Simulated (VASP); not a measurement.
# MnO2 (Pnma) in VASP: single point with PBE+U

Aim: the single point of MnO2 with PBE+U.

Everything below comes from runs of VASP 6.6.1. Logs are shortened: lines on timing, memory, paths and dates and some standing lists are left out, and cuts for length are marked.

## (1) The cell of the first run

Symmetry: Pnma, No. 62, orthorhombic system. The conventional cell has a = 9.320 Å, b = 2.850 Å, c = 4.460 Å, α = 90.00°, β = 90.00°, γ = 90.00°. Within 2.4 Å of Mn (site symmetry m) lie 6 O at 1.84 to 1.93 Å. O (site symmetry m) has 3 Mn at 1.93 Å and 3 O at 2.44 to 2.45 Å within 2.6 Å. Within 2.5 Å of O (site symmetry m) lie 3 Mn at 1.84 to 1.87 Å and 1 O at 2.45 Å.

## (2) Single point, PBE+U, collinear spin, antiferromagnetic start

INCAR

```
SYSTEM = MnO2
PREC = Accurate
ENCUT = 520
EDIFF = 1E-6
ISMEAR = -1
SIGMA = 0.05
LREAL = .FALSE.
LASPH = .TRUE.
NELM = 150
ALGO = Normal
ISIF = 2
LWAVE = .FALSE.
LCHARG = .FALSE.
ISPIN = 2
MAGMOM = 4.5 -4.5 4.5 -4.5 0 0 0 0 0 0 0 0
LORBIT = 11
LMAXMIX = 4
LDAU = .TRUE.
LDAUTYPE = 2
LDAUL = 2 -1
LDAUU = 3.9 0
LDAUJ = 0 0
LDAUPRINT = 1
GGA = PE
NBANDS = 66
```

KPOINTS

```
regular mesh
0
G
  2 6 4
  0 0 0
```

POSCAR

```
MnO2
1.0
    9.3200000000      0.0000000000      0.0000000000
    0.0000000000      2.8500000000      0.0000000000
    0.0000000000      0.0000000000      4.4600000000
Mn O
4 8
Direct
    0.6400000000      0.2500000000      0.4800000000
    0.3600000000      0.7500000000      0.5200000000
    0.1400000000      0.2500000000      0.0200000000
    0.8600000000      0.7500000000      0.9800000000
    0.5350000000      0.7500000000      0.2900000000
    0.4650000000      0.2500000000      0.7100000000
    0.0350000000      0.7500000000      0.2100000000
    0.9650000000      0.2500000000      0.7900000000
    0.7850000000      0.2500000000      0.1900000000
    0.2150000000      0.7500000000      0.8100000000
    0.2850000000      0.2500000000      0.3100000000
    0.7150000000      0.7500000000      0.6900000000
```

Potentials or basis: VASP PAW PBE potentials, release 64 (Mn_pv, O).

Started as:

```sh
$ cat potpaw_PBE.64/Mn_pv/POTCAR potpaw_PBE.64/O/POTCAR > POTCAR
$ mpirun -np 1 vasp_std > vasp.out
```

OUTCAR:

```text
SYSTEM = MnO2
   PREC = Accurate
   ENCUT = 520
   EDIFF = 1E-6
   ISMEAR = -1
   LREAL = .FALSE.
   LASPH = .TRUE.
   NELM = 150
   ISIF = 2
   ISPIN = 2
   LORBIT = 11
   GGA = PE

 ion  position               nearest neighbor table
   1  0.640  0.250  0.480-  12 1.84  12 1.84   9 1.87   5 1.93   5 1.93   6 1.93   2 2.98   2 2.98

   2  0.360  0.750  0.520-  11 1.84  11 1.84  10 1.87   6 1.93   6 1.93   5 1.93   1 2.98   1 2.98

   3  0.140  0.250  0.020-  10 1.84  10 1.84  11 1.87   7 1.93   7 1.93   8 1.93   4 2.98   4 2.98

   4  0.860  0.750  0.980-   9 1.84   9 1.84  12 1.87   8 1.93   8 1.93   7 1.93   3 2.98   3 2.98

   5  0.535  0.750  0.290-   1 1.93   1 1.93   2 1.93
   6  0.465  0.250  0.710-   2 1.93   2 1.93   1 1.93
   7  0.035  0.750  0.210-   3 1.93   3 1.93   4 1.93
   8  0.965  0.250  0.790-   4 1.93   4 1.93   3 1.93
   9  0.785  0.250  0.190-   4 1.84   4 1.84   1 1.87
  10  0.215  0.750  0.810-   3 1.84   3 1.84   2 1.87
  11  0.285  0.250  0.310-   2 1.84   2 1.84   3 1.87
  12  0.715  0.750  0.690-   1 1.84   1 1.84   4 1.87

  LATTYP: Found a simple orthorhombic cell.
 ALAT       =     2.8500000000
 B/A-ratio  =     1.5649122807
 C/A-ratio  =     3.2701754386

  Lattice vectors:

 A1 = (   0.0000000000,   2.8500000000,   0.0000000000)
 A2 = (   0.0000000000,   0.0000000000,   4.4600000000)
 A3 = (   9.3200000000,   0.0000000000,   0.0000000000)

Analysis of symmetry for initial positions (statically):
=====================================================================
 Subroutine PRICEL returns:
 Original cell was already a primitive cell.

 Routine SETGRP: Setting up the symmetry group for a
 simple orthorhombic supercell.

 Subroutine GETGRP returns: Found  8 space group operations
 (whereof  2 operations were pure point group operations)
 out of a pool of  8 trial point group operations.

The static configuration has the point symmetry S_2 .
 The point group associated with its full space group is D_2h.

Analysis of symmetry for dynamics (positions and initial velocities):
=====================================================================
 Subroutine PRICEL returns:
 Original cell was already a primitive cell.

 Routine SETGRP: Setting up the symmetry group for a
 simple orthorhombic supercell.

 Subroutine GETGRP returns: Found  8 space group operations
 (whereof  2 operations were pure point group operations)
 out of a pool of  8 trial point group operations.

The dynamic configuration has the point symmetry S_2 .
 The point group associated with its full space group is D_2h.

Analysis of structural, dynamic, and magnetic symmetry:
=====================================================================
 Subroutine PRICEL returns:
 Original cell was already a primitive cell.

 Routine SETGRP: Setting up the symmetry group for a
 simple orthorhombic supercell.

 Subroutine GETGRP returns: Found  8 space group operations
 (whereof  2 operations were pure point group operations)
 out of a pool of  8 trial point group operations.

The overall configuration has the point symmetry S_2 .
 The point group associated with its full space group is D_2h.

 Subroutine INISYM returns: Found  8 space group operations
 (whereof  2 operations are pure point group operations),
 and found     1 'primitive' translations

----------------------------------------------------------------------------------------

                                     Primitive cell

  volume of cell :     118.4665

  direct lattice vectors                    reciprocal lattice vectors
     9.320000000  0.000000000  0.000000000     0.107296137  0.000000000  0.000000000
[... 137 lines left out ...]
   IVDW    =     0    specifies the selected vdW correction
   LEPSILON=     F    determine dielectric tensor
   LRPA    =     F    only Hartree local field effects (RPA)
 spin polarized calculation
  energy-cutoff  :      520.00
  volume of cell :      118.47
 maximum number of plane-waves:      3212
 NGX is ok and might be reduce to    70
   NGX = 35   NGY = 11   NGZ = 17

 number of electron     100.0000000 magnetization       0.0000000

 number of electron      99.9999985 magnetization      -0.0000000

atom =   1  type =  1  l = 2
[... 120 lines left out ...]
  o =  0.0830  v =  0.0000  0.0000 -0.4347  0.5771 -0.6914  0.0000  0.0000  0.0000  0.0000  0.0000      0.0000  0.0000  0.0000  0.0000  0.0000  0.0000  0.0000  0.0000  0.0000  0.0000
  o =  0.1047  v = -0.7182 -0.6958 -0.0000  0.0000  0.0000  0.0000  0.0000  0.0000  0.0000  0.0000      0.0000  0.0000  0.0000  0.0000  0.0000  0.0000  0.0000  0.0000  0.0000  0.0000
  o =  0.1214  v =  0.0000  0.0000 -0.8882 -0.1481  0.4349  0.0000  0.0000  0.0000  0.0000  0.0000      0.0000  0.0000  0.0000  0.0000  0.0000  0.0000  0.0000  0.0000  0.0000  0.0000
  o =  0.3313  v =  0.0000  0.0000  0.1486  0.8032  0.5770  0.0000  0.0000  0.0000  0.0000  0.0000      0.0000  0.0000  0.0000  0.0000  0.0000  0.0000  0.0000  0.0000  0.0000  0.0000
  o =  0.3512  v =  0.6958 -0.7182 -0.0000  0.0000  0.0000  0.0000  0.0000  0.0000  0.0000  0.0000      0.0000  0.0000  0.0000  0.0000  0.0000  0.0000  0.0000  0.0000  0.0000  0.0000
  o =  0.5064  v =  0.0000  0.0000  0.0000  0.0000  0.0000 -0.6877  0.7260 -0.0000 -0.0000  0.0000      0.0000  0.0000  0.0000  0.0000  0.0000  0.0000  0.0000  0.0000  0.0000  0.0000
  o =  0.5199  v =  0.0000  0.0000  0.0000  0.0000  0.0000  0.0000 -0.0000 -0.1497 -0.8256 -0.5441      0.0000  0.0000  0.0000  0.0000  0.0000  0.0000  0.0000  0.0000  0.0000  0.0000
  o =  0.9617  v =  0.0000  0.0000  0.0000  0.0000  0.0000  0.0000 -0.0000 -0.7178  0.4692 -0.5145      0.0000  0.0000  0.0000  0.0000  0.0000  0.0000  0.0000  0.0000  0.0000  0.0000
  o =  0.9659  v =  0.0000  0.0000  0.0000  0.0000  0.0000 -0.7260 -0.6877  0.0000  0.0000 -0.0000      0.0000  0.0000  0.0000  0.0000  0.0000  0.0000  0.0000  0.0000  0.0000  0.0000
  o =  0.9660  v =  0.0000  0.0000  0.0000  0.0000  0.0000  0.0000 -0.0000 -0.6800 -0.3135  0.6628      0.0000  0.0000  0.0000  0.0000  0.0000  0.0000  0.0000  0.0000  0.0000  0.0000

 number of electron      99.9999985 magnetization       0.0000000

 Free energy of the ion-electron system (eV)
  ---------------------------------------------------
  ext. energy  EPLUGINS =         0.00000000
  ---------------------------------------------------
  free energy    TOTEN  =       -84.49949239 eV

  energy without entropy =      -84.49949238  energy(sigma->0) =      -84.49949239

 E-fermi :   4.7727     XC(G=0): -11.4927

 val. band max:        3.9357733818   @ k =   0.0000   0.0000   0.0000
 cond. band min:       5.6852482864   @ k =   0.0000   0.0000   0.2500
 fundamental gap:      1.7494749046
 Fermi energy:         4.7726592401

 spin component 1

 k-point     1 :       0.0000    0.0000    0.0000
  band No.  band energies     occupation
      1     -46.3506      1.00000
      2     -46.3506      1.00000
      3     -46.3189      1.00000
      4     -46.3187      1.00000
      5     -46.2822      1.00000
      6     -46.2821      1.00000
[... 1549 lines left out ...]
     61       8.4301      0.00000
     62       8.4301      0.00000
 Fermi energy:         4.7726592401

 spin component 2

 k-point     1 :       0.0000    0.0000    0.0000
  band No.  band energies     occupation
      1     -46.3506      1.00000
      2     -46.3506      1.00000
      3     -46.3189      1.00000
      4     -46.3187      1.00000
      5     -46.2822      1.00000
      6     -46.2821      1.00000
[... 1549 lines left out ...]
     61       8.4301      0.00000
     62       8.4301      0.00000
 [bands above 62 left out]

------------------------ aborting loop because EDIFF is reached ----------------------------------------

  FORCE on cell =-STRESS in cart. coord.  units (eV):
  Direction    XX          YY          ZZ          XY          YZ          ZX
  --------------------------------------------------------------------------------------
  -------------------------------------------------------------------------------------
  Total        5.7476410     12.6163038     10.9647850      0.0000000      0.0000000      0.0000000
  in kB       77.7328493    170.6267392    148.2910951      0.0000000      0.0000000      0.0000000
  external PRESSURE =     132.2168945 kB  Pullay stress =       0.0000000 kB

 VOLUME and BASIS-vectors are now :
 -----------------------------------------------------------------------------
  energy-cutoff  :      520.00
  volume of cell :      118.47
      direct lattice vectors                 reciprocal lattice vectors
     9.320000000  0.000000000  0.000000000     0.107296137  0.000000000  0.000000000
     0.000000000  2.850000000  0.000000000     0.000000000  0.350877193  0.000000000
     0.000000000  0.000000000  4.460000000     0.000000000  0.000000000  0.224215247

 POSITION                                       TOTAL-FORCE (eV/Angst)
 -----------------------------------------------------------------------------------
      5.96480      0.71250      2.14080        -2.144694     -0.000000     -0.656739
      3.35520      2.13750      2.31920         2.144694      0.000000      0.656739
      1.30480      0.71250      0.08920        -2.144694     -0.000000      0.656739
      8.01520      2.13750      4.37080         2.144694      0.000000     -0.656739
      4.98620      2.13750      1.29340         0.416948      0.000000     -0.565815
      4.33380      0.71250      3.16660        -0.416948      0.000000      0.565815
      0.32620      2.13750      0.93660         0.416948     -0.000000      0.565815
      8.99380      0.71250      3.52340        -0.416948      0.000000     -0.565815
      7.31620      0.71250      0.84740        -0.686904     -0.000000      0.708501
      2.00380      2.13750      3.61260         0.686904     -0.000000     -0.708501
      2.65620      0.71250      1.38260        -0.686904      0.000000     -0.708501
      6.66380      2.13750      3.07740         0.686904     -0.000000      0.708501
 -----------------------------------------------------------------------------------
    total drift:                                0.000000     -0.000000      0.000000

  FREE ENERGIE OF THE ION-ELECTRON SYSTEM (eV)
  ---------------------------------------------------
  free  energy   TOTEN  =       -84.4994923895 eV

  energy  without entropy=      -84.4994923834  energy(sigma->0) =      -84.49949239

 total charge

# of ion       s       p       d       tot
------------------------------------------
    1        0.366   6.488   4.877  11.731
    2        0.366   6.488   4.877  11.731
    3        0.366   6.488   4.877  11.731
    4        0.366   6.488   4.877  11.731
    5        1.584   3.410   0.000   4.994
    6        1.584   3.410   0.000   4.994
    7        1.584   3.410   0.000   4.994
    8        1.584   3.410   0.000   4.994
    9        1.568   3.517   0.000   5.085
   10        1.568   3.517   0.000   5.085
   11        1.568   3.517   0.000   5.085
   12        1.568   3.517   0.000   5.085
--------------------------------------------------
tot         14.073  53.660  19.510  87.243

 magnetization (x)

# of ion       s       p       d       tot
------------------------------------------
    1        0.014   0.029   2.926   2.969
    2       -0.014  -0.029  -2.926  -2.969
    3        0.014   0.029   2.926   2.969
    4       -0.014  -0.029  -2.926  -2.969
    5        0.001  -0.024   0.000  -0.023
    6       -0.001   0.024   0.000   0.023
    7        0.001  -0.024   0.000  -0.023
    8       -0.001   0.024   0.000   0.023
    9       -0.000  -0.013   0.000  -0.013
   10        0.000   0.013   0.000   0.013
   11       -0.000  -0.013   0.000  -0.013
   12        0.000   0.013   0.000   0.013
--------------------------------------------------
tot          0.000   0.000   0.000   0.000
```

It took 5.1 min on 1 thread of Intel Xeon Platinum 8488C (Sapphire Rapids), shared host; peak memory 0.43 GiB.

Results:

- Free energy: -84.4995 eV
- Pressure: 13.2 GPa
- Largest force: 2.243 eV/Å
- Band gap on the k mesh: 1.75 eV (least direct gap 1.87 eV)
- Net moment: 0.00 μB per cell
- Site moments: Mn +2.97, -2.97 (each value once); O -0.02, +0.02, -0.01, +0.01 (each value once) μB
- Valence electrons inside the program's atomic spheres: Mn 11.73; O 4.99, 5.08 (each value once)

Forces in eV/Å, atoms in the order of the input:
```
Mn  -2.145  0.000 -0.657
Mn   2.145  0.000  0.657
Mn  -2.145  0.000  0.657
Mn   2.145  0.000 -0.657
O    0.417  0.000 -0.566
O   -0.417  0.000  0.566
O    0.417  0.000  0.566
O   -0.417  0.000 -0.566
O   -0.687  0.000  0.709
O    0.687  0.000 -0.709
O   -0.687  0.000 -0.709
O    0.687  0.000  0.709
```

Eigenvalues of the final occupation matrices:
```tsv
site	spin	trace	eigenvalues
site 1 d	1	3.92	0.51 0.52 0.96 0.97 0.97
site 1 d	2	0.99	0.08 0.10 0.12 0.33 0.35
site 2 d	1	0.99	0.08 0.10 0.12 0.33 0.35
site 2 d	2	3.92	0.51 0.52 0.96 0.97 0.97
site 3 d	1	3.92	0.51 0.52 0.96 0.97 0.97
site 3 d	2	0.99	0.08 0.10 0.12 0.33 0.35
site 4 d	1	0.99	0.08 0.10 0.12 0.33 0.35
site 4 d	2	3.92	0.51 0.52 0.96 0.97 0.97
```

Caveat: the stress differs along the axes, from 8 to 17 GPa; forces of over 1 eV/Å act on the atoms, so gaps and moduli don't describe the material at rest. The state reached can hang on the start; a lower one may exist.
